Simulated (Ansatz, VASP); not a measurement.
# PbS in VASP and in Ansatz

```
CELL_PARAMETERS angstrom
2.11266 1.21975 3.45192
-2.11266 1.21975 3.45192
0.00000 -2.43949 3.45192
ATOMIC_POSITIONS crystal
Pb 0.98057 0.98057 0.98057
S 0.47504 0.47504 0.47504
```

Alike in both runs: functional LDA; k mesh 8 × 8 × 8; occupations fermi-dirac, width 0.05 eV; no spin polarisation.

|  | VASP | Ansatz |
| --- | --- | --- |
| version | VASP 6.6.1 | Ansatz 0.2.0 |
| potentials or method | VASP PAW LDA potentials, release 64 (Pb_d, S), cutoff 520 eV | all-electron LAPW, scalar-relativistic |
| task | single point | band structure |

|  | VASP | Ansatz | Ansatz less VASP |
| --- | --- | --- | --- |
| gap on the k mesh at the Fermi level (eV) | 0.31 | 0.32 | +0.018 |
| least direct gap on the mesh (eV) | 0.31 | 0.32 | +0.018 |
| pressure (GPa) | -3.7 | -3.7 | -0.02 |

LDA's correlation is that of Perdew and Zunger in VASP and of Perdew and Wang (1992) in Ansatz. Ansatz ran all-electron here, and VASP with PAW potentials.

Neither program's run includes spin-orbit coupling.
